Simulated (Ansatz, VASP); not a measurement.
Rb: VASP beside Ansatz

Contents of INCAR:

```
SYSTEM = Rb
PREC = Accurate
ENCUT = 600
EDIFF = 1E-6
ISMEAR = 0
SIGMA = 0.1
LREAL = .FALSE.
LASPH = .TRUE.
NELM = 100
ALGO = Normal
ISIF = 3
LWAVE = .FALSE.
LCHARG = .FALSE.
GGA = PE
IBRION = 2
NSW = 100
EDIFFG = -0.01
```

File KPOINTS:

```
Automatic mesh
0
G
  12 12 12
  0 0 0
```

The input POSCAR:

```
Rb
1.0
    4.6200217000      0.0000000000      0.0000000000
    0.0000000000      4.6200217000      0.0000000000
    0.0000000000      0.0000000000      4.6200217000
Rb
1
Direct
    0.0000000000      0.0000000000      0.0000000000
```

Input for Ansatz:

```yaml
crystal:
  lattice:
    - [4.6200217, 0.0, 0.0]
    - [0.0, 4.6200217, 0.0]
    - [0.0, 0.0, 4.6200217]
  atoms:
    - { symbol: Rb, position: [0.0, 0.0, 0.0] }
basis:
  ecutwfc: 420
kpoints:
  mp_grid: { grid: [12, 12, 12] }
hamiltonian:
  xc: pbe
scf:
  occupations: { method: gaussian, width: 0.1 }
output:
  forces: true
  stress: true
  eigenvalues: true
  write_density: true
  write_potential: true
  elf: true
  volumetric_format: npy
relax:
  adjacent_minimum: "off"
  f_tol: 0.01
  max_steps: 80
  cell: { stress_tol: 0.05 }
```

Alike in both runs: task relaxation of cell and atoms; functional PBE; k mesh 12 × 12 × 12; occupations gaussian, width 0.1 eV; no spin polarisation.

|  | VASP | Ansatz |
| --- | --- | --- |
| version | VASP 6.6.1 | Ansatz 0.2.0 |
| potentials or method | VASP PAW PBE potentials, release 64 (Rb_sv), cutoff 600 eV | scalar-relativistic, plane waves, PAW |
| valence electrons in the cell | 9 | 9 |

|  | VASP | Ansatz | Ansatz less VASP |
| --- | --- | --- | --- |
| gap on the k mesh at the Fermi level, each at its own relaxed structure (eV) | none | none | - |
| relaxed volume (Å³/atom) | 98.61 | 98.61 | 0.000 |
| relaxed length of the cell vector where the two differ most in proportion (Å) | 4.620 | 4.620 | 0.0000 |

A gap of «none» marks a metal or a gap that the smearing closes.

Noted on VASP's run: the relaxation stopped at its first step, so nothing moved.
